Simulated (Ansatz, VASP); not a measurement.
**Ni in VASP and in Ansatz**

```
CELL_PARAMETERS angstrom
0.00000 1.72179 1.72179
1.72179 0.00000 1.72179
1.72179 1.72179 0.00000
ATOMIC_POSITIONS crystal
Ni 0.00000 0.00000 0.00000
```

Alike in both runs: task single point; functional PBEsol; k mesh 20 × 20 × 20; occupations gaussian, width 0.1 eV; collinear spin.

```csv
,VASP,Ansatz
version,VASP 6.6.1,Ansatz 0.2.0
potentials or method,"VASP PAW PBE potentials, release 64 (Ni), cutoff 520 eV","scalar-relativistic, plane waves, PAW"
valence electrons in the cell,10,18
```

```tsv
	VASP	Ansatz	Ansatz less VASP
gap on the k mesh at the Fermi level (eV)	none	none	-
pressure (GPa)	3.9	4.1	+0.20
net moment per atom (μB)	0.62	0.63	+0.010
size of the moment on the site where the two differ most (μB)	0.62	0.66	+0.039
```

VASP's potentials were made for PBE, not for PBEsol. Site moments also hang on the region over which each program counts them. A gap of «none» marks a metal or a gap that the smearing closes. VASP's potentials hold 10 valence electrons a cell and Ansatz's 18, so a difference there can come from the potentials and not from the codes.
